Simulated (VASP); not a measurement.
Wanted: the native input for a VASP 6.6.1 run.

- Task: single point
- Functional: r2SCAN
- Dispersion: D4
- Potentials or basis: VASP PAW PBE potentials, release 64 (C)
- Cutoff: 520 eV
- k mesh: 12 × 12 × 4
- Occupations: fermi-dirac, width 0.05 eV
- Spin: no spin polarisation
- Dipole correction: no
- Further INCAR settings: ALGO = Normal; EDIFF = 1e-07; NBANDS = 26

The system is C.

```
CELL_PARAMETERS angstrom
2.47061 0.00000 0.00000
-1.23531 2.13961 0.00000
0.00000 0.00000 8.06895
ATOMIC_POSITIONS crystal
C 0.66667 0.33333 0.84375
C 0.33333 0.66667 0.34375
C 0.66667 0.33333 0.65625
C 0.33333 0.66667 0.15625
C 0.00000 0.00000 0.90625
C 0.00000 0.00000 0.40625
C 0.00000 0.00000 0.59375
C 0.00000 0.00000 0.09375
```

These files were run (other wordings do the same):

POSCAR

```
C
1.0
    2.4706141248      0.0000000000      0.0000000000
   -1.2353070624      2.1396145950      0.0000000000
    0.0000000000      0.0000000000      8.0689487361
C
8
Direct
    0.6666666667      0.3333333333      0.8437500000
    0.3333333333      0.6666666667      0.3437500000
    0.6666666667      0.3333333333      0.6562500000
    0.3333333333      0.6666666667      0.1562500000
    0.0000000000      0.0000000000      0.9062500000
    0.0000000000      0.0000000000      0.4062500000
    0.0000000000      0.0000000000      0.5937500000
    0.0000000000      0.0000000000      0.0937500000
```

INCAR.step1

```
SYSTEM = C
PREC = Accurate ; ENCUT = 520
ISMEAR = -1 ; SIGMA = 0.05
LREAL = .FALSE. ; LASPH = .TRUE.
NELM = 100 ; NBANDS = 26
GGA = PE ; ALGO = Normal
EDIFF = 1E-4 ; LWAVE = .TRUE.
LCHARG = .FALSE.
```

INCAR.step2

```
SYSTEM = C
PREC = Accurate ; ENCUT = 520
EDIFF = 1E-7 ; ISMEAR = -1
SIGMA = 0.05 ; LREAL = .FALSE.
LASPH = .TRUE. ; NELM = 100
ALGO = Normal ; ISIF = 2
LWAVE = .FALSE. ; LCHARG = .FALSE.
METAGGA = R2SCAN ; LMIXTAU = .TRUE.
IVDW = 13 ; VDW_S6 = 1.0
VDW_S8 = 0.6018749 ; VDW_A1 = 0.51559235
VDW_A2 = 5.77342911 ; NBANDS = 26
ISTART = 1
```

KPOINTS

```
Automatic mesh
0
G
  12 12 4
  0 0 0
```

Potentials or basis: VASP PAW PBE potentials, release 64 (C).

The run is started by

```sh
$ cat potpaw_PBE.64/C/POTCAR > POTCAR
$ cp INCAR.step1 INCAR
$ mpirun -np 1 vasp_std > vasp.out
$ cp INCAR.step2 INCAR
$ mpirun -np 1 vasp_std > vasp.out
```

Results of the run:

| Quantity | Value |
| --- | --- |
| Pressure | 27.9 GPa |
| Largest force | 0.405 eV/Å |
| Band gap on the k mesh | 4.78 eV (least direct gap 5.54 eV) |
| Dispersion energy per atom | -0.093 eV |

Caveat: the stress differs along the axes, from 23 to 38 GPa; the PAW data sets were made with another functional, which shifts forces and pressure a little.

It took 4 min on 1 thread of Intel(R) Xeon(R) Platinum 8375C CPU @ 2.90GHz (Ice Lake), on a shared host, peak memory 0.17 GiB.
